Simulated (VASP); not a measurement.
InP:

```xyz
2
Lattice="0.0000 2.9538 2.9538 2.9538 0.0000 2.9538 2.9538 2.9538 0.0000" Properties=species:S:1:pos:R:3 pbc="T T T"
In    0.0000    0.0000    0.0000
P     1.4769    1.4769    1.4769
```

Base run:

| Property | Result |
| --- | --- |
| Program | VASP 6.6.1 |
| Functional | r2SCAN |
| Potentials or basis | VASP PAW PBE potentials, release 64 (In_d, P) |
| Cutoff | 520 eV |
| k mesh | 8 × 8 × 8 |
| Occupations | gaussian, width 0.01 eV |
| Spin | no spin polarisation |

Its results: band gap on the k mesh 1.03 eV, direct; pressure -0.1 GPa.

Question: The run is repeated on the same cell with these changes: functional from r2SCAN to HF; k mesh from 8 × 8 × 8 to 6 × 6 × 6. What comes out?

Answer: Band gap on the k mesh 7.04 eV, direct; pressure 2.5 GPa.

Several settings changed at once, so the effect can't be laid on one alone.

Caveats: the PAW data sets were made with another functional, which shifts forces and pressure a little; spin-orbit coupling is left out, which moves the levels of the heavy elements.

A k mesh can miss the band edges.
